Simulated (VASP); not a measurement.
# InAs in VASP: a series of runs, part 2 of 2

VASP 6.6.1. The steps go on from the part before.

### Step 3. Single point, PBE (strain -0.050 along x and y, -0.025 along z)

INCAR

```
SYSTEM = InAs
PREC = Accurate
ENCUT = 520
EDIFF = 1E-6
ISMEAR = 0
SIGMA = 0.15
LREAL = .False.
LASPH = .True.
NELM = 80
ALGO = Normal
ISIF = 2
LWAVE = .False.
LCHARG = .True.
GGA = PE
LELF = .True.
LVHAR = .True.
NBANDS = 16
```

KPOINTS

```
Automatic mesh
0
Gamma
  18 18 18
  0 0 0
```

POSCAR

```
InAs
1.0
    0.0000000000      2.7315175793      2.8033996208
    2.7315175793      0.0000000000      2.8033996208
    2.7315175793      2.7315175793      0.0000000000
In As
1 1
Direct
    0.5000000000      0.5000000000      0.5000000000
    0.0000000000      0.0000000000      0.0000000000
```

Potentials or basis: VASP PAW PBE potentials, release 64 (In_d, As).

The run is started by

```sh
cat potpaw_PBE.64/In_d/POTCAR potpaw_PBE.64/As/POTCAR > POTCAR
mpirun -np 1 vasp_std > vasp.out
```

OUTCAR:

```text
SYSTEM = InAs
   PREC = Accurate
   ENCUT = 520
   EDIFF = 1E-6
   ISMEAR = 0
   LREAL = .False.
   LASPH = .True.
   NELM = 80
   ISIF = 2
   GGA = PE

 ion  position               nearest neighbor table
   1  0.500  0.500  0.500-   2 2.73   2 2.73   2 2.73   2 2.73   2 2.80   2 2.80
   2  0.000  0.000  0.000-   1 2.73   1 2.73   1 2.73   1 2.73   1 2.80   1 2.80

  LATTYP: Found a body centered tetragonal cell.
 ALAT       =     3.8629492065
 C/A-ratio  =     1.4514297087

  Lattice vectors:

 A1 = (  -2.7315175793,   0.0000000000,   2.8033996208)
 A2 = (   2.7315175793,   0.0000000000,   2.8033996208)
 A3 = (   0.0000000000,   2.7315175793,  -2.8033996208)

Analysis of symmetry for initial positions (statically):
=====================================================================
 Subroutine PRICEL returns:
 Original cell was already a primitive cell.

 Routine SETGRP: Setting up the symmetry group for a
 body centered tetragonal supercell.

 Subroutine GETGRP returns: Found 16 space group operations
 (whereof 16 operations were pure point group operations)
 out of a pool of 16 trial point group operations.

The static configuration has the point symmetry D_4h.

Analysis of symmetry for dynamics (positions and initial velocities):
[... 157 lines left out ...]

  energy without entropy =       -7.13390859  energy(sigma->0) =       -7.13978358

 E-fermi :   7.4671     XC(G=0): -10.7011

 val. band max:        7.4662630279   @ k =   0.3889   0.0000   0.0556
 cond. band min:       7.4670975367   @ k =  -0.3889   0.0000   0.1111
 fundamental gap:      0.0008345088
 Fermi energy:         7.4670759176

 k-point     1 :       0.0000    0.0000    0.0000
  band No.  band energies     occupation
      1      -7.0719      2.00000
      2      -7.0683      2.00000
      3      -7.0529      2.00000
      4      -7.0333      2.00000
      5      -7.0333      2.00000
      6      -5.5901      2.00000
[... 433 lines left out ...]
      3      -7.0446      2.00000
      4      -7.0018      2.00000
      5      -6.9988      2.00000
      6      -4.8334      2.00000
[... 8 lines left out ...]
     15      15.9614      0.00000
     16      17.2022      0.00000

 [... further k-points ...]
[... 5 lines left out ...]
  --------------------------------------------------------------------------------------
  -------------------------------------------------------------------------------------
  Total        3.2446977      3.2446977      2.0853376      0.0000000      0.0000000     -0.0000000
  in kB      124.2687186    124.2687186     79.8663715      0.0000000      0.0000000     -0.0000000
  external PRESSURE =     109.4679362 kB  Pullay stress =       0.0000000 kB

 VOLUME and BASIS-vectors are now :
 -----------------------------------------------------------------------------
  energy-cutoff  :      520.00
  volume of cell :       41.83
      direct lattice vectors                 reciprocal lattice vectors
     0.000000000  2.731517579  2.803399621    -0.183048428  0.183048428  0.178354879
     2.731517579  0.000000000  2.803399621     0.183048428 -0.183048428  0.178354879
     2.731517579  2.731517579  0.000000000     0.183048428  0.183048428 -0.178354879

 POSITION                                       TOTAL-FORCE (eV/Angst)
 -----------------------------------------------------------------------------------
      2.73152      2.73152      2.80340         0.000000      0.000000      0.000000
      0.00000      0.00000      0.00000         0.000000      0.000000     -0.000000
 -----------------------------------------------------------------------------------
    total drift:                                0.000000      0.000000      0.000000

  FREE ENERGIE OF THE ION-ELECTRON SYSTEM (eV)
  ---------------------------------------------------
  free  energy   TOTEN  =        -7.1456585818 eV

  energy  without entropy=       -7.1339085857  energy(sigma->0) =       -7.13978358
```

OSZICAR:

```text
N       E                     dE             d eps       ncg     rms          rms(c)
DAV:   1     0.103962872157E+03    0.10396E+03   -0.90383E+03 15520   0.137E+03
DAV:   2    -0.143282554100E+01   -0.10540E+03   -0.10105E+03 16968   0.305E+02
DAV:   3    -0.723821322884E+01   -0.58054E+01   -0.57470E+01 19744   0.670E+01
DAV:   4    -0.735113563620E+01   -0.11292E+00   -0.11288E+00 18424   0.980E+00
DAV:   5    -0.735564687959E+01   -0.45112E-02   -0.45111E-02 22152   0.184E+00    0.468E+00
DAV:   6    -0.715990790195E+01    0.19574E+00   -0.30845E-01 22328   0.110E+01    0.252E+00
DAV:   7    -0.714606263090E+01    0.13845E-01   -0.70958E-02 24200   0.292E+00    0.714E-01
DAV:   8    -0.714554395869E+01    0.51867E-03   -0.54402E-03 20336   0.102E+00    0.188E-01
DAV:   9    -0.714566519026E+01   -0.12123E-03   -0.47764E-04 20736   0.275E-01    0.999E-02
DAV:  10    -0.714565799888E+01    0.71914E-05   -0.27722E-05 20808   0.454E-02    0.638E-02
DAV:  11    -0.714565858178E+01   -0.58290E-06   -0.94385E-07 17120   0.821E-03
   1 F= -.71456586E+01 E0= -.71397836E+01  d E =-.117500E-01
```

stdout:

```text
POSCAR found type information on POSCAR InAs
 POSCAR found :  2 types and       2 ions
 scaLAPACK will be used
 LDA part: xc-table for (Slater+PW92), standard interpolation
 POSCAR, INCAR and KPOINTS ok, starting setup
 FFT: planning ... GRIDC
 FFT: planning ... GRID_SOFT
 FFT: planning ... GRID
 WAVECAR not read
 entering main loop
```

Wall time 2.4 min (1 thread of Intel Xeon 6975P-C (Granite Rapids), shared host); peak memory 0.44 GiB.

Results:

```
Free energy            : -7.1457 eV
Pressure               : 10.9 GPa
Band gap on the k mesh : zero (band 9 reaches 7.94 eV, above the bottom of band 10 at 4.88 eV)
```

Stress tensor (GPa, compression positive):
```
12.43  0.00  0.00
 0.00 12.43  0.00
 0.00  0.00  7.99
```

Levels at points of the mesh, in eV from the Fermi level:
```
           k point  band 5  band 6  band 7  band 8  band 9  band 10  band 11  band 12  band 13  band 14
(0.00, 0.00, 0.00)  -14.50  -13.06   -0.38   -0.38   -0.11     0.32     7.17     7.35     7.35     7.61
(0.50, 0.00, 0.00)  -14.42  -10.97   -7.24    0.14    0.30     2.20     3.21     3.42     5.29    11.44
(0.50, 0.50, 0.00)  -14.39   -9.86   -5.53   -2.64   -2.59    -2.59     3.74    10.36    10.36    11.06
(0.50, 0.00, 0.50)  -14.38   -9.60   -5.53   -2.91   -2.88    -2.56     3.60     9.79    10.68    11.22
```

Caveat: the cell differs from its parent crystal (strain -0.050 along x and y, -0.025 along z); spin-orbit coupling is left out, which moves the levels of the heavy elements.
